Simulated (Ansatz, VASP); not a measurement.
# One calculation of Cd, two programs

File INCAR:

```
ALGO = Normal
EDIFF = 1E-6
ENCUT = 520
GGA = PS
ISIF = 2
ISMEAR = 0
LASPH = True
LCHARG = True
LELF = True
LREAL = False
LVHAR = True
LWAVE = False
NBANDS = 32
NELM = 100
PREC = Accurate
SIGMA = 0.1
```

File KPOINTS:

```
k-points
0
Gamma
  15 15 4
```

File POSCAR:

```
Cd
1.0
    3.0787776649      0.0000000000      0.0000000000
   -1.5393888325      2.6662996704      0.0000000000
    0.0000000000      0.0000000000      9.4437806288
Cd
4
Direct
    0.0000000000      0.0000000000      0.0108052236
    0.3333333300      0.6666666700      0.2363589113
    0.0000000000      0.0000000000      0.5069312306
    0.6666666700      0.3333333300      0.7459046345
```

Input for Ansatz:

```yaml
crystal:
  lattice:
    - [3.0787776649, 0.0, 0.0]
    - [-1.5393888325, 2.6662996704, 0.0]
    - [0.0, 0.0, 9.4437806288]
  atoms:
    - { symbol: Cd, position: [0.0, 0.0, 0.0108052236] }
    - { symbol: Cd, position: [0.33333333, 0.66666667, 0.2363589113] }
    - { symbol: Cd, position: [0.0, 0.0, 0.5069312306] }
    - { symbol: Cd, position: [0.66666667, 0.33333333, 0.7459046345] }
basis:
  ecutwfc: 420
kpoints:
  mp_grid: { grid: [15, 15, 4] }
hamiltonian:
  xc: pbesol
scf:
  occupations: { method: gaussian, width: 0.1 }
output:
  forces: true
  stress: true
  eigenvalues: true
  populations: true
```

Alike in both runs: task single point; functional PBEsol; k mesh 15 × 15 × 4; occupations gaussian, width 0.1 eV; no spin polarisation.

|  | VASP | Ansatz |
| --- | --- | --- |
| version | VASP 6.6.1 | Ansatz 0.2.0 |
| potentials or method | VASP PAW PBE potentials, release 64 (Cd), cutoff 520 eV | scalar-relativistic, plane waves, PAW |
| valence electrons in the cell | 48 | 80 |

VASP gave:

```
gap on the k mesh at the Fermi level (eV)                     : none
pressure (GPa)                                                : 7.4
traceless stress, the component that is largest in VASP (GPa) : 1.70
rms of the force components (eV/Å)                            : 0.643
```

Problem. What did Ansatz give for the same quantities?

Solution. gap on the k mesh at the Fermi level (eV): none; pressure (GPa): 6.8; traceless stress, the component that is largest in VASP (GPa): 1.61; rms of the force components (eV/Å): 0.621.

VASP's potentials were made for PBE, not for PBEsol. Atom by atom the forces differ by 0.022 eV/Å (rms over components). A gap of «none» marks a metal or a gap that the smearing closes. VASP's potentials hold 48 valence electrons a cell and Ansatz's 80, so a difference there can come from the potentials and not from the codes.
